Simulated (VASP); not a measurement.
NaTmI4: single point with PBE

The system is NaTmI4.

```xyz
6
Lattice="3.7489 0.0000 0.0000 0.0000 3.7489 0.0000 0.0000 0.0000 16.3578" Properties=species:S:1:pos:R:3 pbc="T T T"
Na    0.0000    0.0000    8.1789
Tm    0.0000    0.0000    0.0000
I     1.8745    1.8745    6.1131
I     1.8745    1.8745   14.5279
I     1.8745    1.8745    1.8299
I     1.8745    1.8745   10.2448
```

```
Program             : VASP 6.6.1
Task                : single point
Functional          : PBE
Potentials or basis : VASP PAW PBE potentials, release 64 (Na_pv, Tm_3, I), 4f in core
Cutoff              : 500 eV
k mesh              : 10 × 10 × 4
Occupations         : gaussian, width 0.1 eV
Spin                : no spin polarisation
```

- Pressure: 0.1 GPa
- Largest force: 0.035 eV/Å
- Band gap on the k mesh: zero (bands 22 and 23 overlap by 0.65 eV)

Forces in eV/Å, atoms in the order of the input:
```
Na   0.000  0.000  0.000
Tm   0.000  0.000  0.000
I    0.000  0.000  0.000
I    0.000  0.000 -0.035
I    0.000  0.000  0.035
I    0.000  0.000  0.000
```

Levels at points of the mesh, in eV from the Fermi level:
```
           k point  band 18  band 19  band 20  band 21  band 22  band 23  band 24  band 25  band 26  band 27
(0.00, 0.00, 0.00)    -1.49    -1.04    -0.12    -0.12     0.02     0.02     0.71     1.87     2.87     3.58
(0.50, 0.00, 0.00)    -2.09    -1.88    -0.98    -0.50     0.31     0.46     1.83     2.24     2.86     3.06
(0.50, 0.50, 0.00)    -2.45    -2.45    -2.27    -1.46    -0.44    -0.18     2.61     2.78     2.78     3.42
(0.00, 0.00, 0.50)    -1.63    -1.04    -0.12    -0.12     0.02     0.02     0.71     1.99     2.87     3.57
(0.50, 0.00, 0.50)    -2.03    -1.88    -1.02    -0.49     0.32     0.45     1.83     2.23     2.86     3.10
(0.50, 0.50, 0.50)    -2.45    -2.45    -2.31    -1.37    -0.50    -0.18     2.61     2.78     2.78     3.43
```

Run time: 3.5 min on 1 thread of Intel(R) Xeon(R) 6975P-C (Granite Rapids), with other jobs on the host, peak memory 0.55 GiB.

Caveat: spin-orbit coupling is left out, which moves the levels of the heavy elements; the 4f electrons are frozen in the core, so they carry no moment and show no levels; the run has no spin polarisation, though such a crystal can be magnetic. Spin polarisation is off, so any magnetic state and its effect on volume and gap are missing.
